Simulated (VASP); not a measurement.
# Nb3Sn (Pm-3n) in VASP: single point with PBE

Aim: the single point of Nb3Sn with PBE.

Program: VASP 6.6.1. These are calculated values, not measurements. Logs are shortened: lines on timing, memory, paths and dates and some standing lists are left out, and cuts for length are marked.

## 1. The cell of the first run

It takes space group Pm-3n (No. 223, cubic). Conventional cell: a = 5.319 Å, b = 5.319 Å, c = 5.319 Å, α = 90.00°, β = 90.00°, γ = 90.00°. Within 3.5 Å of Nb (site symmetry -4m2) lie 10 Nb at 2.66 to 3.26 Å and 4 Sn at 2.97 Å. Sn (site symmetry m-3) has 12 Nb at 2.97 Å within 3.9 Å.

## 2. Single point, PBE

Contents of INCAR:

```
PREC = Accurate
ENCUT = 590
EDIFF = 1E-6
ISMEAR = 0
SIGMA = 0.1
LREAL = False
LASPH = True
NELM = 300
ALGO = All
ISIF = 2
LWAVE = False
LCHARG = True
GGA = PE
LVHAR = True
NBANDS = 63
GGA_COMPAT = False
ISEARCH = 1
KPAR = 4
```

Contents of KPOINTS:

```
Automatic mesh
0
Gamma
  8 8 8
```

Contents of POSCAR:

```
Nb3Sn
1.0
    5.3191376045      0.0000000000      0.0000000000
    0.0000000000      5.3191376045      0.0000000000
    0.0000000000      0.0000000000      5.3191376045
Nb Sn
6 2
Direct
    0.2500000000      0.0000000000      0.5000000000
    0.5000000000      0.7500000000      0.0000000000
    0.7500000000      0.0000000000      0.5000000000
    0.5000000000      0.2500000000      0.0000000000
    0.0000000000      0.5000000000      0.7500000000
    0.0000000000      0.5000000000      0.2500000000
    0.0000000000      0.0000000000      0.0000000000
    0.5000000000      0.5000000000      0.5000000000
```

Potentials or basis: VASP PAW PBE potentials, release 64 (Nb_sv, Sn_d).

Started as:

```
$ cat potpaw_PBE.64/Nb_sv/POTCAR potpaw_PBE.64/Sn_d/POTCAR > POTCAR
$ mpirun -np 4 vasp_std > vasp.out
```

OUTCAR:

```text
PREC = Accurate
   ENCUT = 590
   EDIFF = 1E-6
   ISMEAR = 0
   LREAL = False
   LASPH = True
   NELM = 300
   ISIF = 2
   GGA = PE

 ion  position               nearest neighbor table
   1  0.250  0.000  0.500-   3 2.66   3 2.66   8 2.97   7 2.97   8 2.97   7 2.97
   2  0.500  0.750  0.000-   4 2.66   4 2.66   8 2.97   8 2.97   7 2.97   7 2.97
   3  0.750  0.000  0.500-   1 2.66   1 2.66   8 2.97   7 2.97   8 2.97   7 2.97
   4  0.500  0.250  0.000-   2 2.66   2 2.66   8 2.97   8 2.97   7 2.97   7 2.97
   5  0.000  0.500  0.750-   6 2.66   6 2.66   8 2.97   7 2.97   7 2.97   8 2.97
   6  0.000  0.500  0.250-   5 2.66   5 2.66   8 2.97   7 2.97   7 2.97   8 2.97
   7  0.000  0.000  0.000-   1 2.97   2 2.97   3 2.97   4 2.97   5 2.97   6 2.97   1 2.97   3 2.97
                             5 2.97   6 2.97   2 2.97   4 2.97
   8  0.500  0.500  0.500-   1 2.97   2 2.97   3 2.97   4 2.97   5 2.97   6 2.97   2 2.97   4 2.97
                             1 2.97   3 2.97   5 2.97   6 2.97

  LATTYP: Found a simple cubic cell.
 ALAT       =     5.3191376045

  Lattice vectors:

 A1 = (   5.3191376045,   0.0000000000,   0.0000000000)
 A2 = (   0.0000000000,   5.3191376045,   0.0000000000)
 A3 = (   0.0000000000,   0.0000000000,   5.3191376045)

Analysis of symmetry for initial positions (statically):
=====================================================================
 Subroutine PRICEL returns:
 Original cell was already a primitive cell.

 Routine SETGRP: Setting up the symmetry group for a
 simple cubic supercell.

 Subroutine GETGRP returns: Found 48 space group operations
 (whereof 24 operations were pure point group operations)
 out of a pool of 48 trial point group operations.

The static configuration has the point symmetry T_h .
 The point group associated with its full space group is O_h .

Analysis of symmetry for dynamics (positions and initial velocities):
=====================================================================
 Subroutine PRICEL returns:
 Original cell was already a primitive cell.

 Routine SETGRP: Setting up the symmetry group for a
 simple cubic supercell.

 Subroutine GETGRP returns: Found 48 space group operations
 (whereof 24 operations were pure point group operations)
 out of a pool of 48 trial point group operations.

The dynamic configuration has the point symmetry T_h .
 The point group associated with its full space group is O_h .

 Subroutine INISYM returns: Found 48 space group operations
 (whereof 24 operations are pure point group operations),
 and found     1 'primitive' translations

----------------------------------------------------------------------------------------

                                     Primitive cell

  volume of cell :     150.4956

  direct lattice vectors                    reciprocal lattice vectors
     5.319137604  0.000000000  0.000000000     0.188000401  0.000000000  0.000000000
     0.000000000  5.319137604  0.000000000     0.000000000  0.188000401  0.000000000
     0.000000000  0.000000000  5.319137604     0.000000000  0.000000000  0.188000401

  length of vectors
     5.319137604  5.319137604  5.319137604     0.188000401  0.188000401  0.188000401

  position of ions in fractional coordinates (direct lattice)
     0.250000000  0.000000000  0.500000000
     0.500000000  0.750000000  0.000000000
     0.750000000  0.000000000  0.500000000
     0.500000000  0.250000000  0.000000000
     0.000000000  0.500000000  0.750000000
     0.000000000  0.500000000  0.250000000
     0.000000000  0.000000000  0.000000000
     0.500000000  0.500000000  0.500000000

  ion indices of the primitive-cell ions
   primitive index   ion index
                 1           1
                 2           2
                 3           3
                 4           4
                 5           5
                 6           6
                 7           7
                 8           8

----------------------------------------------------------------------------------------

 KPOINTS: Automatic mesh

Automatic generation of k-mesh.
 Grid dimensions read from file:
 generate k-points for:    8    8    8

 Generating k-lattice:

  Cartesian coordinates                     Fractional coordinates (reciprocal lattice)
     0.023500050  0.000000000  0.000000000     0.125000000  0.000000000  0.000000000
     0.000000000  0.023500050  0.000000000     0.000000000  0.125000000  0.000000000
     0.000000000  0.000000000  0.023500050     0.000000000  0.000000000  0.125000000

  Length of vectors
     0.023500050  0.023500050  0.023500050

  Shift w.r.t. Gamma in fractional coordinates (k-lattice)
     0.000000000  0.000000000  0.000000000

 Subroutine IBZKPT returns following result:
 ===========================================

 Found     35 irreducible k-points:

 Following reciprocal coordinates:
            Coordinates               Weight
  0.000000  0.000000  0.000000      1.000000
  0.125000  0.000000  0.000000      6.000000
  0.250000  0.000000  0.000000      6.000000
  0.375000  0.000000  0.000000      6.000000
  0.500000  0.000000  0.000000      3.000000
  0.125000  0.125000  0.000000     12.000000
[... 16 lines left out ...]
  0.375000  0.375000  0.125000     24.000000
  0.500000  0.375000  0.125000     24.000000
 [... further k-points ...]
   k-points           NKPTS =     35   k-points in BZ     NKDIM =     35   number of bands    NBANDS=     63
   number of dos      NEDOS =    301   number of ions     NIONS =      8
   total plane-waves  NPLWV =  74088
   dimension x,y,z NGX =    42 NGY =   42 NGZ =   42
   dimension x,y,z NGXF=    84 NGYF=   84 NGZF=   84
   ions per type =               6   2
   NGX,Y,Z   is equivalent  to a cutoff of  13.13, 13.13, 13.13 a.u.
   NGXF,Y,Z  is equivalent  to a cutoff of  26.25, 26.25, 26.25 a.u.
 SYSTEM =  unknown system
   PREC   = accura    normal or accurate (medium, high low for compatibility)
   ISTART =      0    job   : 0-new  1-cont  2-samecut
   ICHARG =      2    charge: 1-file 2-atom 10-const
   ISPIN  =      1    spin polarized calculation?
   LNONCOLLINEAR =      F non collinear calculations
   LSORBIT =      F    spin-orbit coupling
   LASPH  =      T    aspherical Exc in radial PAW
   ENCUT  =  590.0 eV  43.36 Ry    6.59 a.u.  10.53 10.53 10.53*2*pi/ulx,y,z
   NELM   =    300;   NELMIN=  2; NELMDL= -5     # of ELM steps
   EDIFF  = 0.1E-05   stopping-criterion for ELM
   LREAL  =      F    real-space projection
   EDIFFG = 0.1E-04   stopping-criterion for IOM
   NSW    =      0    number of steps for IOM
   IBRION =     -1    ionic relax: 0-MD 1-quasi-New 2-CG
   NFREE  =      0    steps in history (QN), initial steepest desc. (CG)
   ISIF   =      2    stress and relaxation
   ISYM   =      2    0-nonsym 1-usesym 2-fastsym
   POTIM  = 0.5000    time-step for ionic-motion
   TEBEG  =    0.0;   TEEND  =   0.0 temperature during run
   PSTRESS=    0.0 pullay stress
   NELECT =     106.0000    total number of electrons
   NUPDOWN=      -1.0000    fix difference up-down
   EMIN   =  10.00;   EMAX   =-10.00  energy-range for DOS
   EFERMI =   0.00;   METHOD = LEGACY
   ISMEAR =     0;   SIGMA  =   0.10  broadening in eV -4-tet -1-fermi 0-gaus
   EFERMI_NEDOS =   21; number of points for ismear=-14 and -15
   IALGO  =     58    algorithm
   IMIX   =      4    mixing-type and parameters
     AMIX     =   0.40;   BMIX     =  1.00
     AMIX_MAG =   1.60;   BMIX_MAG =  1.00
  volume/ion in A,a.u.               =      18.81       126.95
  Fermi-wavevector in a.u.,A,eV,Ry     =   1.456584  2.752545 28.866627  2.121637
  Thomas-Fermi vector in A             =   2.573485
   LORBIT       =      0    0 simple, 1 ext, 2 COOP (PROOUT), +10 PAW based schemes
   GGA     = PE    functional components
   LHFCALC =     F    Hartree Fock is set to
   AEXX    =    0.0000 exact exchange contribution
   IVDW    =     0    specifies the selected vdW correction
   LEPSILON=     F    determine dielectric tensor
   LRPA    =     F    only Hartree local field effects (RPA)
 non-spin polarized calculation
 Gauss-broadening in eV      SIGMA  =   0.10
  energy-cutoff  :      590.00
  volume of cell :      150.50
 maximum number of plane-waves:      4945
   NGX = 21   NGY = 21   NGZ = 21

 number of electron     106.0000019 magnetization

 Free energy of the ion-electron system (eV)
  ---------------------------------------------------
  ext. energy  EPLUGINS =         0.00000000
  ---------------------------------------------------
  free energy    TOTEN  =       -70.38849353 eV

  energy without entropy =      -70.31431234  energy(sigma->0) =      -70.35140294

 E-fermi :  11.1526     XC(G=0): -12.2580

 val. band max:       11.1498238445   @ k =   0.3750   0.3750   0.0000
 cond. band min:      11.1532330000   @ k =   0.1250   0.1250   0.0000
 fundamental gap:      0.0034091555
 Fermi energy:        11.1526433369

 k-point     1 :       0.0000    0.0000    0.0000
  band No.  band energies     occupation
      1     -43.4534      2.00000
      2     -43.3870      2.00000
      3     -43.3870      2.00000
      4     -43.1803      2.00000
      5     -43.1803      2.00000
      6     -43.1803      2.00000
[... 55 lines left out ...]
     62      14.8391      0.00000
     63      14.8971      0.00000

 k-point     2 :       0.1250    0.0000    0.0000
  band No.  band energies     occupation
      1     -43.4491      2.00000
      2     -43.3889      2.00000
      3     -43.3812      2.00000
      4     -43.1891      2.00000
      5     -43.1803      2.00000
      6     -43.1803      2.00000
[... 55 lines left out ...]
     62      14.8228      0.00000
     63      14.9044      0.00000

 k-point     3 :       0.2500    0.0000    0.0000
  band No.  band energies     occupation
      1     -43.4384      2.00000
      2     -43.3943      2.00000
      3     -43.3629      2.00000
      4     -43.2138      2.00000
      5     -43.1803      2.00000
      6     -43.1803      2.00000
[... 1375 lines left out ...]
     62      13.9673      0.00000
     63      14.3595      0.00000

 k-point    24 :       0.5000    0.3750    0.1250
  band No.  band energies     occupation
      1     -43.4013      2.00000
      2     -43.3460      2.00000
      3     -43.2957      2.00000
      4     -43.2932      2.00000
      5     -43.2493      2.00000
      6     -43.1893      2.00000
[... 55 lines left out ...]
     62      13.7441      0.00000
     63      14.1793      0.00000

 [... further k-points ...]

------------------------ aborting loop because EDIFF is reached ----------------------------------------

  FORCE on cell =-STRESS in cart. coord.  units (eV):
  Direction    XX          YY          ZZ          XY          YZ          ZX
  --------------------------------------------------------------------------------------
  -------------------------------------------------------------------------------------
  Total       -0.2035516     -0.2035516     -0.2035516     -0.0000000      0.0000000      0.0000000
  in kB       -2.1670125     -2.1670125     -2.1670125     -0.0000000      0.0000000      0.0000000
  external PRESSURE =      -2.1670125 kB  Pullay stress =       0.0000000 kB

 VOLUME and BASIS-vectors are now :
 -----------------------------------------------------------------------------
  energy-cutoff  :      590.00
  volume of cell :      150.50
      direct lattice vectors                 reciprocal lattice vectors
     5.319137604  0.000000000  0.000000000     0.188000401  0.000000000  0.000000000
     0.000000000  5.319137604  0.000000000     0.000000000  0.188000401  0.000000000
     0.000000000  0.000000000  5.319137604     0.000000000  0.000000000  0.188000401

 POSITION                                       TOTAL-FORCE (eV/Angst)
 -----------------------------------------------------------------------------------
      1.32978      0.00000      2.65957        -0.000000      0.000000     -0.000000
      2.65957      3.98935      0.00000        -0.000000      0.000000      0.000000
      3.98935      0.00000      2.65957         0.000000      0.000000      0.000000
      2.65957      1.32978      0.00000         0.000000     -0.000000     -0.000000
      0.00000      2.65957      3.98935         0.000000     -0.000000     -0.000000
      0.00000      2.65957      1.32978         0.000000      0.000000     -0.000000
      0.00000      0.00000      0.00000         0.000000     -0.000000     -0.000000
      2.65957      2.65957      2.65957         0.000000     -0.000000     -0.000000
 -----------------------------------------------------------------------------------
    total drift:                                0.000000     -0.000000     -0.000000

  FREE ENERGIE OF THE ION-ELECTRON SYSTEM (eV)
  ---------------------------------------------------
  free  energy   TOTEN  =       -70.3884935310 eV

  energy  without entropy=      -70.3143135113  energy(sigma->0) =      -70.35140352
```

Run time: 3.4 min. Hardware: 4 MPI ranks of Intel Xeon Platinum 8259CL at 2.50GHz (Skylake/Cascade Lake), shared host; peak memory 0.78 GiB.

Results:

```
Free energy            : -70.3885 eV
Pressure               : -0.2 GPa
Band gap on the k mesh : zero (bands 53 and 54 overlap by 0.57 eV)
```

Caveat: spin-orbit coupling is left out, which moves the levels of the heavy elements.
